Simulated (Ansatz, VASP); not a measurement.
# SrO in VASP and in Ansatz

INCAR

```
PREC     = Accurate       # precision mode
ENCUT    = 520            # plane-wave cutoff, eV
EDIFF    = 1E-7           # SCF threshold, eV
ISMEAR   = -1             # smearing method
SIGMA    = 0.05           # smearing width, eV
LREAL    = False          # projectors in reciprocal space
LASPH    = True           # aspherical terms in the spheres
NELM     = 80             # most SCF steps
ALGO     = Normal         # electronic algorithm
ISIF     = 2              # what is computed and relaxed
LWAVE    = False          # write WAVECAR
LCHARG   = False          # write CHGCAR
GGA      = PS             # functional
NBANDS   = 15             # bands
```

Contents of KPOINTS:

```
Automatic mesh
0
Gamma
  9 9 9
```

POSCAR

```
SrO
1.0
    0.0000000000      2.5663000000      2.5663000000
    2.5663000000      0.0000000000      2.5663000000
    2.5663000000      2.5663000000      0.0000000000
Sr O
1 1
Direct
    0.5000000000      0.5000000000      0.5000000000
    0.0000000000      0.0000000000      0.0000000000
```

The input input.yaml:

```yaml
crystal:
  lattice:
    - [0.0, 2.5663, 2.5663]
    - [2.5663, 0.0, 2.5663]
    - [2.5663, 2.5663, 0.0]
  atoms:
    - { symbol: Sr, position: [0.5, 0.5, 0.5] }
    - { symbol: O, position: [0.0, 0.0, 0.0] }
kpoints:
  mp_grid: { grid: [9, 9, 9] }
scf:
  occupations: { method: fermi_dirac, width: 0.05 }
hamiltonian:
  xc: pbesol
  pseudopotentials: { kind: all_electron, lapw: { basis_error: 0.001 } }
output:
  forces: true
  stress: true
  eigenvalues: true
  populations: true
```

Alike in both runs: task single point; functional PBEsol; k mesh 9 × 9 × 9; occupations fermi-dirac, width 0.05 eV; no spin polarisation.

```csv
,VASP,Ansatz
version,VASP 6.6.1,Ansatz 0.2.0
potentials or method,"VASP PAW PBE potentials, release 64 (Sr_sv, O), cutoff 520 eV","all-electron LAPW, scalar-relativistic"
```

```csv
,VASP,Ansatz,Ansatz less VASP
gap on the k mesh at the Fermi level (eV),3.21,3.26,+0.046
least direct gap on the mesh (eV),3.30,3.34,+0.036
pressure (GPa),0.1,-0.5,-0.62
```

VASP's potentials were made for PBE, not for PBEsol. Ansatz ran all-electron here, and VASP with PAW potentials.
